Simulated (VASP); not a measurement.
Input of a VASP 6.6.1 run:

INCAR

```
SYSTEM = Cd
PREC = Accurate ; ENCUT = 520
EDIFF = 1E-6 ; ISMEAR = 0
SIGMA = 0.15 ; LREAL = .FALSE.
LASPH = .TRUE. ; NELM = 100
ALGO = Fast ; ISIF = 2
LWAVE = .FALSE. ; LCHARG = .TRUE.
GGA = PS ; LELF = .TRUE.
LVHAR = .TRUE. ; NBANDS = 19
```

Contents of KPOINTS:

```
regular mesh
0
G
  18 18 8
  0 0 0
```

File POSCAR:

```
Cd
1.0
    2.9044006954      0.0000000000      0.0000000000
   -1.4522003477      2.5152847850      0.0000000000
    0.0000000000      0.0000000000      5.7580912500
Cd
2
Direct
    0.3333333333      0.6666666667      0.2500000000
    0.6666666667      0.3333333333      0.7500000000
```

Potentials or basis: VASP PAW PBE potentials, release 64 (Cd).

The run is started by

```console
$ cat potpaw_PBE.64/Cd/POTCAR > POTCAR
$ mpirun -np 1 vasp_std > vasp.out
```

(1) What does it give for the band gap on the k mesh?

(2) Predict the pressure.

## Answers

(1) zero (bands 12 and 13 overlap by 5.06 eV).

(2) 1.5 GPa.

Caveat: the cell differs from its parent crystal (strain -0.025 along x and y, +0.025 along z); the PAW data sets were made with another functional, which shifts forces and pressure a little.
